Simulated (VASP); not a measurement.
# SnO2 (P4_2/mnm) in VASP: notebook

The runs below take SnO2 through single point, relaxation of cell and atoms, with r2SCAN+D4, PBEsol, PBE+D4, BLYP.

Program: VASP 6.6.1. These are calculated values, not measurements. Logs are shortened: lines on timing, memory, paths and dates and some standing lists are left out, and cuts for length are marked.

## (1) The cell of the first run

It takes space group P4_2/mnm (No. 136, tetragonal). The conventional cell has a = 4.738 Å, b = 4.738 Å, c = 3.187 Å, α = 90.00°, β = 90.00°, γ = 90.00°. Within 2.7 Å of Sn (site symmetry mmm) lie 6 O at 2.05 to 2.06 Å. Within 2.7 Å of O (site symmetry m2m) lie 3 Sn at 2.05 to 2.06 Å and 1 O at 2.59 Å.

## (2) Single point, r2SCAN+D4

Input file POSCAR:

```
SnO2
1.0
    4.7380000000      0.0000000000      0.0000000000
    0.0000000000      4.7380000000      0.0000000000
    0.0000000000      0.0000000000      3.1865000000
Sn O
2 4
Direct
    0.5000000000      0.5000000000      0.5000000000
    0.0000000000      0.0000000000      0.0000000000
    0.8071000000      0.1929000000      0.5000000000
    0.6929000000      0.6929000000      0.0000000000
    0.1929000000      0.8071000000      0.5000000000
    0.3071000000      0.3071000000      0.0000000000
```

Input file INCAR.step1:

```
SYSTEM = SnO2
PREC = Accurate
ENCUT = 520
ISMEAR = -1
SIGMA = 0.05
LREAL = .FALSE.
LASPH = .TRUE.
NELM = 60
NBANDS = 35
GGA = PE
ALGO = Normal
EDIFF = 1E-4
LWAVE = .TRUE.
LCHARG = .FALSE.
```

Input file INCAR.step2:

```
SYSTEM = SnO2
PREC = Accurate
ENCUT = 520
EDIFF = 1E-7
ISMEAR = -1
SIGMA = 0.05
LREAL = .FALSE.
LASPH = .TRUE.
NELM = 60
ALGO = Normal
ISIF = 2
LWAVE = .FALSE.
LCHARG = .FALSE.
METAGGA = R2SCAN
LMIXTAU = .TRUE.
IVDW = 13
VDW_S6 = 1.0
VDW_S8 = 0.6018749
VDW_A1 = 0.51559235
VDW_A2 = 5.77342911
NBANDS = 35
ISTART = 1
```

Input file KPOINTS:

```
Automatic mesh
0
G
  6 6 8
  0 0 0
```

Potentials or basis: VASP PAW PBE potentials, release 64 (Sn_d, O).

On the command line:

```bash
> cat potpaw_PBE.64/Sn_d/POTCAR potpaw_PBE.64/O/POTCAR > POTCAR
> cp INCAR.step1 INCAR
> mpirun -np 1 vasp_std > vasp.out
> cp INCAR.step2 INCAR
> mpirun -np 1 vasp_std > vasp.out
```

OUTCAR:

```text
SYSTEM = SnO2
   PREC = Accurate
   ENCUT = 520
   EDIFF = 1E-7
   ISMEAR = -1
   LREAL = .FALSE.
   LASPH = .TRUE.
   NELM = 60
   ISIF = 2
   METAGGA = R2SCAN
   IVDW = 13
   ISTART = 1

 ion  position               nearest neighbor table
   1  0.500  0.500  0.500-   4 2.05   6 2.05   4 2.05   6 2.05   5 2.06   3 2.06   2 3.71   2 3.71
                             2 3.71   2 3.71   2 3.71   2 3.71   2 3.71   2 3.71
   2  0.000  0.000  0.000-   3 2.05   5 2.05   3 2.05   5 2.05   4 2.06   6 2.06   1 3.71   1 3.71
                             1 3.71   1 3.71   1 3.71   1 3.71   1 3.71   1 3.71
   3  0.807  0.193  0.500-   2 2.05   2 2.05   1 2.06
   4  0.693  0.693  0.000-   1 2.05   1 2.05   2 2.06
   5  0.193  0.807  0.500-   2 2.05   2 2.05   1 2.06
   6  0.307  0.307  0.000-   1 2.05   1 2.05   2 2.06

  LATTYP: Found a simple tetragonal cell.
 ALAT       =     4.7380000000
 C/A-ratio  =     0.6725411566

  Lattice vectors:

 A1 = (   4.7380000000,   0.0000000000,   0.0000000000)
 A2 = (   0.0000000000,   4.7380000000,   0.0000000000)
 A3 = (   0.0000000000,   0.0000000000,   3.1865000000)

Analysis of symmetry for initial positions (statically):
=====================================================================
 Subroutine PRICEL returns:
 Original cell was already a primitive cell.

 Routine SETGRP: Setting up the symmetry group for a
 simple tetragonal supercell.

 Subroutine GETGRP returns: Found 16 space group operations
 (whereof  8 operations were pure point group operations)
 out of a pool of 16 trial point group operations.

The static configuration has the point symmetry D_2h.
 The point group associated with its full space group is D_4h.

Analysis of symmetry for dynamics (positions and initial velocities):
=====================================================================
 Subroutine PRICEL returns:
 Original cell was already a primitive cell.

 Routine SETGRP: Setting up the symmetry group for a
 simple tetragonal supercell.

 Subroutine GETGRP returns: Found 16 space group operations
 (whereof  8 operations were pure point group operations)
 out of a pool of 16 trial point group operations.

The dynamic configuration has the point symmetry D_2h.
 The point group associated with its full space group is D_4h.

 Subroutine INISYM returns: Found 16 space group operations
 (whereof  8 operations are pure point group operations),
 and found     1 'primitive' translations

----------------------------------------------------------------------------------------

                                     Primitive cell

  volume of cell :      71.5326

  direct lattice vectors                    reciprocal lattice vectors
     4.738000000  0.000000000  0.000000000     0.211059519  0.000000000  0.000000000
     0.000000000  4.738000000  0.000000000     0.000000000  0.211059519  0.000000000
     0.000000000  0.000000000  3.186500000     0.000000000  0.000000000  0.313823945

  length of vectors
     4.738000000  4.738000000  3.186500000     0.211059519  0.211059519  0.313823945

  position of ions in fractional coordinates (direct lattice)
     0.500000000  0.500000000  0.500000000
     0.000000000  0.000000000  0.000000000
     0.807100000  0.192900000  0.500000000
     0.692900000  0.692900000  0.000000000
     0.192900000  0.807100000  0.500000000
     0.307100000  0.307100000  0.000000000

  ion indices of the primitive-cell ions
   primitive index   ion index
                 1           1
                 2           2
                 3           3
                 4           4
                 5           5
                 6           6

----------------------------------------------------------------------------------------

 KPOINTS: Automatic mesh

Automatic generation of k-mesh.
 Grid dimensions read from file:
 generate k-points for:    6    6    8

 Generating k-lattice:

  Cartesian coordinates                     Fractional coordinates (reciprocal lattice)
     0.035176586  0.000000000  0.000000000     0.166666667  0.000000000  0.000000000
     0.000000000  0.035176586  0.000000000     0.000000000  0.166666667  0.000000000
     0.000000000  0.000000000  0.039227993     0.000000000  0.000000000  0.125000000

  Length of vectors
     0.035176586  0.035176586  0.039227993

  Shift w.r.t. Gamma in fractional coordinates (k-lattice)
     0.000000000  0.000000000  0.000000000

 Subroutine IBZKPT returns following result:
 ===========================================

 Found     50 irreducible k-points:

 Following reciprocal coordinates:
            Coordinates               Weight
  0.000000  0.000000  0.000000      1.000000
  0.166667  0.000000  0.000000      4.000000
  0.333333  0.000000  0.000000      4.000000
  0.500000  0.000000  0.000000      2.000000
  0.166667  0.166667  0.000000      4.000000
  0.333333  0.166667  0.000000      8.000000
[... 16 lines left out ...]
  0.333333  0.000000  0.250000      8.000000
  0.500000  0.000000  0.250000      4.000000
 [... further k-points ...]
   k-points           NKPTS =     50   k-points in BZ     NKDIM =     50   number of bands    NBANDS=     35
   number of dos      NEDOS =    301   number of ions     NIONS =      6
   total plane-waves  NPLWV =  31104
   dimension x,y,z NGX =    36 NGY =   36 NGZ =   24
   dimension x,y,z NGXF=    72 NGYF=   72 NGZF=   48
   ions per type =               2   4
   NGX,Y,Z   is equivalent  to a cutoff of  12.63, 12.63, 12.52 a.u.
   NGXF,Y,Z  is equivalent  to a cutoff of  25.26, 25.26, 25.04 a.u.
 SYSTEM =  SnO2
   PREC   = accura    normal or accurate (medium, high low for compatibility)
   ISTART =      1    job   : 0-new  1-cont  2-samecut
   ICHARG =      0    charge: 1-file 2-atom 10-const
   ISPIN  =      1    spin polarized calculation?
   LNONCOLLINEAR =      F non collinear calculations
   LSORBIT =      F    spin-orbit coupling
   LASPH  =      T    aspherical Exc in radial PAW
   ENCUT  =  520.0 eV  38.22 Ry    6.18 a.u.   8.81  8.81  5.92*2*pi/ulx,y,z
   NELM   =     60;   NELMIN=  2; NELMDL=  0     # of ELM steps
   EDIFF  = 0.1E-06   stopping-criterion for ELM
   LREAL  =      F    real-space projection
   EDIFFG = 0.1E-05   stopping-criterion for IOM
   NSW    =      0    number of steps for IOM
   IBRION =     -1    ionic relax: 0-MD 1-quasi-New 2-CG
   NFREE  =      0    steps in history (QN), initial steepest desc. (CG)
   ISIF   =      2    stress and relaxation
   ISYM   =      2    0-nonsym 1-usesym 2-fastsym
   POTIM  = 0.5000    time-step for ionic-motion
   TEBEG  =    0.0;   TEEND  =   0.0 temperature during run
   PSTRESS=    0.0 pullay stress
   NELECT =      52.0000    total number of electrons
   NUPDOWN=      -1.0000    fix difference up-down
   EMIN   =  10.00;   EMAX   =-10.00  energy-range for DOS
   EFERMI =   0.00;   METHOD = LEGACY
   ISMEAR =    -1;   SIGMA  =   0.05  broadening in eV -4-tet -1-fermi 0-gaus
   EFERMI_NEDOS =   21; number of points for ismear=-14 and -15
   IALGO  =     38    algorithm
   IMIX   =      4    mixing-type and parameters
     AMIX     =   0.40;   BMIX     =  1.00
     AMIX_MAG =   1.60;   BMIX_MAG =  1.00
  volume/ion in A,a.u.               =      11.92        80.45
  Fermi-wavevector in a.u.,A,eV,Ry     =   1.472000  2.781677 29.480903  2.166785
  Thomas-Fermi vector in A             =   2.587068
   LORBIT       =      0    0 simple, 1 ext, 2 COOP (PROOUT), +10 PAW based schemes
   METAGGA = R2SCAN    functional components
   LHFCALC =     F    Hartree Fock is set to
   AEXX    =    0.0000 exact exchange contribution
   IVDW    =    13    specifies the selected vdW correction
   LEPSILON=     F    determine dielectric tensor
   LRPA    =     F    only Hartree local field effects (RPA)
 non-spin polarized calculation
  energy-cutoff  :      520.00
  volume of cell :       71.53
 maximum number of plane-waves:      1992
 NGX is ok and might be reduce to    36
   NGX = 17   NGY = 17   NGZ = 11

 number of electron      51.9999993 magnetization

 Free energy of the ion-electron system (eV)
  ---------------------------------------------------
  ext. energy  EPLUGINS =         0.00000000
  ---------------------------------------------------
  free energy    TOTEN  =       -84.60584906 eV

  energy without entropy =      -84.60584906  energy(sigma->0) =      -84.60584906

 E-fermi :   6.7478     XC(G=0): -12.0461

 val. band max:        5.7120970546   @ k =   0.0000   0.0000   0.0000
 cond. band min:       7.6983380572   @ k =   0.0000   0.0000   0.0000
 fundamental gap:      1.9862410026
 Fermi energy:         6.7478372515

 k-point     1 :       0.0000    0.0000    0.0000
  band No.  band energies     occupation
      1     -16.0433      2.00000
      2     -15.1308      2.00000
      3     -14.7679      2.00000
      4     -14.7679      2.00000
      5     -14.7383      2.00000
      6     -14.6943      2.00000
[... 27 lines left out ...]
     34      18.9316      0.00000
     35      19.2033      0.00000

 k-point     2 :       0.1667    0.0000    0.0000
  band No.  band energies     occupation
      1     -15.9951      2.00000
      2     -15.1840      2.00000
      3     -14.7662      2.00000
      4     -14.7662      2.00000
      5     -14.7426      2.00000
      6     -14.7409      2.00000
[... 27 lines left out ...]
     34      18.8888      0.00000
     35      19.1656      0.00000

 k-point     3 :       0.3333    0.0000    0.0000
  band No.  band energies     occupation
      1     -15.8541      2.00000
      2     -15.3776      2.00000
      3     -14.7758      2.00000
      4     -14.7628      2.00000
      5     -14.7627      2.00000
      6     -14.7495      2.00000
[... 27 lines left out ...]
     34      18.8691      0.00000
     35      19.1157      0.00000

 k-point     4 :       0.5000    0.0000    0.0000
  band No.  band energies     occupation
      1     -15.6345      2.00000
      2     -15.6345      2.00000
      3     -14.7644      2.00000
      4     -14.7644      2.00000
      5     -14.7610      2.00000
      6     -14.7610      2.00000
[... 27 lines left out ...]
     34      19.0178      0.00000
     35      19.5281      0.00000

 k-point     5 :       0.1667    0.1667    0.0000
  band No.  band energies     occupation
      1     -15.9591      2.00000
      2     -15.2532      2.00000
      3     -14.7714      2.00000
      4     -14.7685      2.00000
      5     -14.7625      2.00000
      6     -14.7292      2.00000
[... 638 lines left out ...]
 k-point    22 :       0.1667    0.0000    0.2500
  band No.  band energies     occupation
      1     -15.7457      2.00000
      2     -15.4337      2.00000
      3     -15.3052      2.00000
      4     -14.8113      2.00000
      5     -14.6766      2.00000
      6     -14.6319      2.00000
[... 27 lines left out ...]
     34      18.7409      0.00000
     35      19.0540      0.00000

 k-point    23 :       0.3333    0.0000    0.2500
  band No.  band energies     occupation
      1     -15.7295      2.00000
      2     -15.5670      2.00000
      3     -15.1781      2.00000
      4     -14.8759      2.00000
      5     -14.6369      2.00000
      6     -14.6290      2.00000
[... 27 lines left out ...]
     34      18.8860      0.00000
     35      19.0525      0.00000

 k-point    24 :       0.5000    0.0000    0.2500
  band No.  band energies     occupation
      1     -15.6720      2.00000
      2     -15.6720      2.00000
      3     -15.0184      2.00000
      4     -15.0184      2.00000
      5     -14.6270      2.00000
      6     -14.6270      2.00000
[... 27 lines left out ...]
     34      19.0666      0.00000
     35      19.4005      0.00000

 [... further k-points ...]

------------------------ aborting loop because EDIFF is reached ----------------------------------------

  DFT-D4 for vdW energy calculation

  Edisp (eV):   -0.60458

  FORCE on cell =-STRESS in cart. coord.  units (eV):
  Direction    XX          YY          ZZ          XY          YZ          ZX
  --------------------------------------------------------------------------------------
  -------------------------------------------------------------------------------------
  Total       1.16663     1.16663     1.97165    -0.00000     0.00000     0.00000
  in kB      26.13002    26.13002    44.16067    -0.00000     0.00000     0.00000
  external pressure =       32.14 kB  Pullay stress =        0.00 kB

 VOLUME and BASIS-vectors are now :
 -----------------------------------------------------------------------------
  energy-cutoff  :      520.00
  volume of cell :       71.53
      direct lattice vectors                 reciprocal lattice vectors
     4.738000000  0.000000000  0.000000000     0.211059519  0.000000000  0.000000000
     0.000000000  4.738000000  0.000000000     0.000000000  0.211059519  0.000000000
     0.000000000  0.000000000  3.186500000     0.000000000  0.000000000  0.313823945

 POSITION                                       TOTAL-FORCE (eV/Angst)
 -----------------------------------------------------------------------------------
      2.36900      2.36900      1.59325         0.000000      0.000000      0.000000
      0.00000      0.00000      0.00000         0.000000      0.000000      0.000000
      3.82404      0.91396      1.59325        -0.194250      0.194250     -0.000000
      3.28296      3.28296      0.00000         0.194250      0.194250     -0.000000
      0.91396      3.82404      1.59325         0.194250     -0.194250      0.000000
      1.45504      1.45504      0.00000        -0.194250     -0.194250      0.000000
 -----------------------------------------------------------------------------------
    total drift:                               -0.000000      0.000000      0.000000

  FREE ENERGIE OF THE ION-ELECTRON SYSTEM (eV)
  ---------------------------------------------------
  free  energy   TOTEN  =       -85.2104287194 eV

  energy  without entropy=      -85.2104287194  energy(sigma->0) =      -85.21042872
```

It took 4.6 min on 1 thread of Intel Xeon Platinum 8259CL at 2.50GHz (Skylake/Cascade Lake), shared host; peak memory 0.24 GiB.

Results:

```yaml
Free_energy: -85.2104 eV
Pressure: 3.2 GPa
Largest_force: 0.275 eV/Å
Band_gap_on_the_k_mesh: 1.99 eV
Dispersion_energy_per_atom: -0.101 eV
```

Forces on the atoms (eV/Å):
```
Sn   0.000  0.000  0.000
Sn   0.000  0.000  0.000
O   -0.194  0.194  0.000
O    0.194  0.194  0.000
O    0.194 -0.194  0.000
O   -0.194 -0.194  0.000
```

Levels at points of the mesh, in eV from the valence-band top:
```tsv
k point	band 23	band 24	band 25	band 26	band 27	band 28	band 29	band 30
(0.00, 0.00, 0.00)	-1.20	-0.78	-0.78	0.00	1.99	6.91	7.15	7.15
(0.50, 0.00, 0.00)	-1.16	-1.16	-0.64	-0.64	5.17	5.17	7.88	7.88
(0.50, 0.50, 0.00)	-1.28	-1.28	-0.93	-0.93	5.58	5.58	8.32	8.32
(0.00, 0.00, 0.50)	-1.70	-1.70	-1.29	-1.29	7.08	7.08	10.65	10.65
(0.50, 0.00, 0.50)	-1.13	-1.13	-0.66	-0.66	7.36	7.36	8.98	8.98
(0.50, 0.50, 0.50)	-0.98	-0.98	-0.87	-0.87	5.75	5.75	9.69	9.69
```

Caveat: the cell stands under pressure; the PAW data sets were made with another functional, which shifts forces and pressure a little; spin-orbit coupling is left out, which moves the levels of the heavy elements. r2SCAN opens gaps a little over a GGA but as a rule still falls short of measured ones.

## (3) Relaxation of cell and atoms, PBEsol, target pressure 5 GPa, at which the enthalpy is minimised

Input file INCAR:

```
ALGO = Normal
EDIFF = 1E-6
EDIFFG = -0.01
ENCUT = 600
GGA = PS
IBRION = 2
ISIF = 3
ISMEAR = -1
LASPH = True
LCHARG = False
LREAL = False
LWAVE = False
NELM = 100
NSW = 60
PREC = Accurate
PSTRESS = 50.0
SIGMA = 0.05
```

Input file KPOINTS:

```
k-points
0
Gamma
  6 6 8
```

POSCAR is that of step 2.

Potentials or basis: VASP PAW PBE potentials, release 64 (Sn_d, O).

On the command line:

```bash
> cat potpaw_PBE.64/Sn_d/POTCAR potpaw_PBE.64/O/POTCAR > POTCAR
> mpirun -np 1 vasp_std > vasp.out
```

Wall time 6.3 min (1 thread of AMD EPYC 7R13 (Zen 3), shared host); peak memory 0.25 GiB.

Results (log left out):

```
Free energy                                                : -39.6481 eV
Relaxed volume                                             : 11.90 Å³/atom
Relaxed cell                                               : a = 4.723 Å, b = 4.723 Å, c = 3.201 Å, α = 90.00°, β = 90.00°, γ = 90.00°
Space group after relaxing (to 0.1 Å)                      : P4_2/mnm (No. 136)
Energy change on relaxing (the run minimises the enthalpy) : -0.4 meV/atom
Ionic steps                                                : 6
Pressure after relaxing                                    : 5.0 GPa
Largest force after relaxing                               : 0.004 eV/Å
Band gap on the k mesh                                     : 1.15 eV
```

Forces on the atoms (eV/Å):
```
Sn   0.000  0.000  0.000
Sn   0.000  0.000  0.000
O    0.003 -0.003  0.000
O   -0.003 -0.003  0.000
O   -0.003  0.003  0.000
O    0.003  0.003  0.000
```

Step by step:
| step | energy change (eV) | largest force (eV/Å) | pressure (GPa) | volume (Å³) |
| --- | --- | --- | --- | --- |
| 1 | 0.0000 | 0.2277 | 5.24 | 71.53 |
| 2 | -0.0107 | 0.0760 | 4.01 | 71.71 |
| 3 | -0.0099 | 0.0028 | 4.30 | 71.67 |
| 4 | 0.0052 | 0.0275 | 5.67 | 71.18 |
| 5 | -0.0027 | 0.0124 | 5.01 | 71.41 |
| 6 | -0.0026 | 0.0041 | 5.02 | 71.41 |

Final structure:
```
CELL_PARAMETERS angstrom
4.72311 0.00000 0.00000
0.00000 4.72311 0.00000
0.00000 0.00000 3.20119
ATOMIC_POSITIONS crystal
Sn 0.50000 0.50000 0.50000
Sn 0.00000 0.00000 0.00000
O 0.80583 0.19417 0.50000
O 0.69417 0.69417 0.00000
O 0.19417 0.80583 0.50000
O 0.30583 0.30583 0.00000
```

Levels at points of the mesh, in eV from the valence-band top:
| k point | band 24 | band 25 | band 26 | band 27 | band 28 | band 29 |
| --- | --- | --- | --- | --- | --- | --- |
| (0.00, 0.00, 0.00) | -0.79 | -0.79 | 0.00 | 1.15 | 6.01 | 6.11 |
| (0.50, 0.00, 0.00) | -1.23 | -0.64 | -0.64 | 4.37 | 4.37 | 6.89 |
| (0.50, 0.50, 0.00) | -1.36 | -0.90 | -0.90 | 4.77 | 4.77 | 7.37 |
| (0.00, 0.00, 0.50) | -1.71 | -1.28 | -1.28 | 6.12 | 6.12 | 9.61 |
| (0.50, 0.00, 0.50) | -1.12 | -0.70 | -0.70 | 6.41 | 6.41 | 7.95 |
| (0.50, 0.50, 0.50) | -0.97 | -0.84 | -0.84 | 4.76 | 4.76 | 8.74 |

Caveat: the cell is relaxed towards a set pressure, so the run minimises the enthalpy, not the energy; the PAW data sets were made with another functional, which shifts forces and pressure a little; spin-orbit coupling is left out, which moves the levels of the heavy elements. PBEsol gaps usually lie below the measured ones, often by a third to a half.

(Part 1 of 3 ends here.)
